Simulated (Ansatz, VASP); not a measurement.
# One calculation of MoS2, two programs

Contents of POSCAR:

```
MoS2
1.0
    3.2888348368      0.0000000000      0.0000000000
   -1.6444174184      2.8482145176      0.0000000000
    0.0000000000      0.0000000000     12.2556945572
Mo S
2 4
Direct
    0.6666666667      0.3333333333      0.2500000000
    0.3333333333      0.6666666667      0.7500000000
    0.3333333333      0.6666666667      0.3740718396
    0.6666666667      0.3333333333      0.8740718396
    0.3333333333      0.6666666667      0.1259281604
    0.6666666667      0.3333333333      0.6259281604
```

The input INCAR.step1:

```
SYSTEM = MoS2
PREC = Accurate
ENCUT = 520
ISMEAR = 0
SIGMA = 0.01
LREAL = .FALSE.
LASPH = .TRUE.
NELM = 100
NBANDS = 35
GGA = PE
ALGO = Normal
EDIFF = 1E-4
LWAVE = .TRUE.
LCHARG = .FALSE.
```

Contents of INCAR.step2:

```
SYSTEM = MoS2
PREC = Accurate
ENCUT = 520
EDIFF = 1E-6
ISMEAR = 0
SIGMA = 0.01
LREAL = .FALSE.
LASPH = .TRUE.
NELM = 100
ALGO = Normal
ISIF = 2
LWAVE = .FALSE.
LCHARG = .FALSE.
METAGGA = R2SCAN
LMIXTAU = .TRUE.
NBANDS = 35
ISTART = 1
```

The input KPOINTS:

```
Automatic mesh
0
G
  12 12 2
  0 0 0
```

Input for Ansatz:

```yaml
crystal:
  lattice:
    - [3.2888348368, 0.0, 0.0]
    - [-1.6444174184, 2.8482145176, 0.0]
    - [0.0, 0.0, 12.2556945572]
  atoms:
    - { symbol: Mo, position: [0.6666666667, 0.3333333333, 0.25] }
    - { symbol: Mo, position: [0.3333333333, 0.6666666667, 0.75] }
    - { symbol: S, position: [0.3333333333, 0.6666666667, 0.3740718396] }
    - { symbol: S, position: [0.6666666667, 0.3333333333, 0.8740718396] }
    - { symbol: S, position: [0.3333333333, 0.6666666667, 0.1259281604] }
    - { symbol: S, position: [0.6666666667, 0.3333333333, 0.6259281604] }
kpoints:
  mp_grid: { grid: [12, 12, 2] }
  band_path:
    path:
      - [0.0, 0.0, 0.0]
      - [0.5, 0.0, 0.0]
      - [0.3333333333, 0.3333333333, 0.0]
      - [0.0, 0.0, 0.5]
      - [0.5, 0.0, 0.5]
      - [0.3333333333, 0.3333333333, 0.5]
      - [0.333333, 0.333333, 0.380208]
    npoints: 1
hamiltonian:
  xc: r2scan
scf:
  occupations: { method: fixed }
  n_extra_bands: 5
output:
  forces: true
  stress: true
  eigenvalues: true
  write_density: true
  write_potential: true
  elf: true
  volumetric_format: npy
```

Change from the starting cell: epitaxial_xy strain +3.6%.

Alike in both runs: task single point; functional r2SCAN; k mesh 12 × 12 × 2; no spin polarisation.

```csv
,VASP,Ansatz
version,VASP 6.6.1,Ansatz 0.2.0
potentials or method,"VASP PAW PBE potentials, release 64 (Mo_sv, S)","plane waves, PAW"
plane-wave cutoff (eV),520,500
occupations,"gaussian, width 0.01 eV",fixed
valence electrons in the cell,52,52
```

Ansatz gave:

```
gap on the k mesh at the Fermi level (eV)                     : 0.38
pressure (GPa)                                                : -5.1
traceless stress, the component that is largest in VASP (GPa) : 6.12
rms of the force components (eV/Å)                            : 0.024
```

What did VASP give for the same quantities?

gap on the k mesh at the Fermi level (eV): 0.40; pressure (GPa): -5.1; traceless stress, the component that is largest in VASP (GPa): 6.06; rms of the force components (eV/Å): 0.023.

VASP's potentials were made for PBE, not for r2SCAN. Atom by atom the forces differ by 0.001 eV/Å (rms over components).
